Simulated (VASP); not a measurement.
**BaO: single point with PBE**

Crystal: BaO.

```
Ba O
1.0
     0.00000    2.86142    2.86142
     2.86142    0.00000    2.86142
     2.86142    2.86142    0.00000
Ba O
1 1
Direct
  0.00000 0.00000 0.00000
  0.50000 0.50000 0.50000
```

This cell differs from its parent crystal: volume changed by +10%.

| Item | Value |
| --- | --- |
| Program | VASP 6.6.1 |
| Task | single point |
| Functional | PBE |
| Potentials or basis | VASP PAW PBE potentials, release 64 (Ba_sv, O) |
| Cutoff | 600 eV |
| k mesh | 4 × 4 × 4 |
| Occupations | gaussian, width 0.01 eV |
| Spin | no spin polarisation |
| Dipole correction | no |
| Further INCAR settings | ALGO = Normal; EDIFF = 1e-06; NBANDS = 15 |

| Quantity | Value |
| --- | --- |
| Pressure | -3.5 GPa |
| Band gap on the k mesh | 2.25 eV, direct |

Levels at points of the mesh, in eV from the valence-band top:
```tsv
k point	band 5	band 6	band 7	band 8	band 9	band 10	band 11	band 12
(0.00, 0.00, 0.00)	-10.64	-0.11	-0.11	-0.11	3.14	4.70	4.70	4.70
(0.50, 0.00, 0.00)	-10.74	-1.64	-1.07	-1.07	4.80	6.85	6.85	7.63
(0.50, 0.50, 0.00)	-11.07	-0.02	-0.02	0.00	2.25	5.59	8.43	8.79
```

Wall time 19 s on 1 thread of Intel Xeon 8259CL (shared host), peak memory 0.18 GiB.

Caveat: the k points lie up to 0.48 Å⁻¹ apart; spin-orbit coupling is left out, which moves the levels of the heavy elements. A k mesh can miss the band edges.
